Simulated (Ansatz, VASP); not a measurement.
**Zn2C: VASP beside Ansatz**

INCAR

```
PREC = Accurate ; ENCUT = 520
EDIFF = 1E-6 ; ISMEAR = -1
SIGMA = 0.08 ; LREAL = F
LASPH = T ; NELM = 80
ALGO = Normal ; ISIF = 2
LWAVE = F ; LCHARG = F
GGA = PE ; NBANDS = 21
```

The input KPOINTS:

```
Automatic mesh
0
Gamma
  11 11 11
```

POSCAR

```
Zn2C
1.0
    0.0000000000      2.6044255414      2.6044255414
    2.6044255414      0.0000000000      2.6044255414
    2.6044255414      2.6044255414      0.0000000000
C Zn
1 2
Direct
    0.0000000000      0.0000000000      0.0000000000
    0.2500000000      0.2500000000      0.2500000000
    0.7500000000      0.7500000000      0.7717203368
```

Input for Ansatz:

```yaml
crystal:
  lattice:
    - [0.0, 2.6044255414, 2.6044255414]
    - [2.6044255414, 0.0, 2.6044255414]
    - [2.6044255414, 2.6044255414, 0.0]
  atoms:
    - { symbol: C, position: [0.0, 0.0, 0.0] }
    - { symbol: Zn, position: [0.25, 0.25, 0.25] }
    - { symbol: Zn, position: [0.75, 0.75, 0.7717203368] }
kpoints:
  mp_grid: { grid: [11, 11, 11] }
scf:
  occupations: { method: fermi_dirac, width: 0.08 }
hamiltonian:
  xc: pbe
  pseudopotentials: { kind: all_electron, lapw: { basis_error: 0.0005 } }
output:
  forces: true
  stress: true
  eigenvalues: true
```

Alike in both runs: task single point; functional PBE; k mesh 11 × 11 × 11; occupations fermi-dirac, width 0.08 eV; no spin polarisation.

|  | VASP | Ansatz |
| --- | --- | --- |
| version | VASP 6.6.1 | Ansatz 0.2.0 |
| potentials or method | VASP PAW PBE potentials, release 64 (C, Zn), cutoff 520 eV | all-electron LAPW, scalar-relativistic |

VASP gave:

```
pressure (GPa)                                                : 0.9
traceless stress, the component that is largest in VASP (GPa) : -0.20
rms of the force components (eV/Å)                            : 0.188
```

Problem. Estimate Ansatz's values.

Solution. Pressure (GPa): 0.3; traceless stress, the component that is largest in VASP (GPa): -0.20; rms of the force components (eV/Å): 0.184.

Atom by atom the forces differ by 0.004 eV/Å (rms over components). Ansatz ran all-electron here, and VASP with PAW potentials.
